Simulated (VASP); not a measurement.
A run of VASP 6.6.1 is set up as follows.

File INCAR:

```
ALGO = Normal ; EDIFF = 1E-8
ENCUT = 520 ; GGA = CA
ISIF = 2 ; ISMEAR = -1
LASPH = True ; LCHARG = False
LEFG = True ; LREAL = Auto
LWAVE = False ; NBANDS = 114
NELM = 60 ; PREC = Accurate
SIGMA = 0.02
```

The input KPOINTS:

```
k-points
0
Gamma
  5 3 5
```

Contents of POSCAR:

```
TiO2
1.0
    5.1450000000      0.0000000000      0.0000000000
    0.0000000000      9.1850000000      0.0000000000
    0.0000000000      0.0000000000      5.4470000000
Ti O
8 16
Direct
    0.1386123597      0.1289852453      0.9055668835
    0.6386123597      0.3710147547      0.0944331165
    0.8613876403      0.6289852453      0.5944331165
    0.3613876403      0.8710147547      0.4055668835
    0.8613876403      0.8710147547      0.0944331165
    0.3613876403      0.6289852453      0.9055668835
    0.1386123597      0.3710147547      0.4055668835
    0.6386123597      0.1289852453      0.5944331165
    0.4646036592      0.2298972109      0.8912419732
    0.9646036592      0.2701027891      0.1087580268
    0.5353963408      0.7298972109      0.6087580268
    0.0353963408      0.7701027891      0.3912419732
    0.5353963408      0.7701027891      0.1087580268
    0.0353963408      0.7298972109      0.8912419732
    0.4646036592      0.2701027891      0.3912419732
    0.9646036592      0.2298972109      0.6087580268
    0.8160441053      0.0097724521      0.8506384302
    0.3160441053      0.4902275479      0.1493615698
    0.1839558947      0.5097724521      0.6493615698
    0.6839558947      0.9902275479      0.3506384302
    0.1839558947      0.9902275479      0.1493615698
    0.6839558947      0.5097724521      0.8506384302
    0.8160441053      0.4902275479      0.3506384302
    0.3160441053      0.0097724521      0.6493615698
```

Potentials or basis: VASP PAW LDA potentials, release 64 (Ti_sv, O).

Run with:

```console
$ cat potpaw_LDA.64/Ti_sv/POTCAR potpaw_LDA.64/O/POTCAR > POTCAR
$ mpirun -np 1 vasp_std > vasp.out
```

What does it give for the pressure?

-6.8 GPa.

Predict the band gap on the k mesh.

2.26 eV.

Estimate the largest force.

0.172 eV/Å.

Forces on the atoms (eV/Å):
```
Ti  -0.007 -0.040 -0.062
Ti  -0.007  0.040  0.062
Ti   0.007 -0.040  0.062
Ti   0.007  0.040 -0.062
Ti   0.007  0.040  0.062
Ti   0.007 -0.040 -0.062
Ti  -0.007  0.040 -0.062
Ti  -0.007 -0.040  0.062
O   -0.019 -0.055  0.003
O   -0.019  0.055 -0.003
O    0.019 -0.055 -0.003
O    0.019  0.055  0.003
O    0.019  0.055 -0.003
O    0.019 -0.055  0.003
O   -0.019  0.055  0.003
O   -0.019 -0.055 -0.003
O    0.116  0.113  0.058
O    0.116 -0.113 -0.058
O   -0.116  0.113 -0.058
O   -0.116 -0.113  0.058
O   -0.116 -0.113 -0.058
O   -0.116  0.113  0.058
O    0.116 -0.113  0.058
O    0.116  0.113 -0.058
```

Caveat: the cell stands under tension; without QUAD_EFG the Cq values of the log hold for a quadrupole moment of 1 mb, not for the nuclei. A k mesh can miss the band edges.
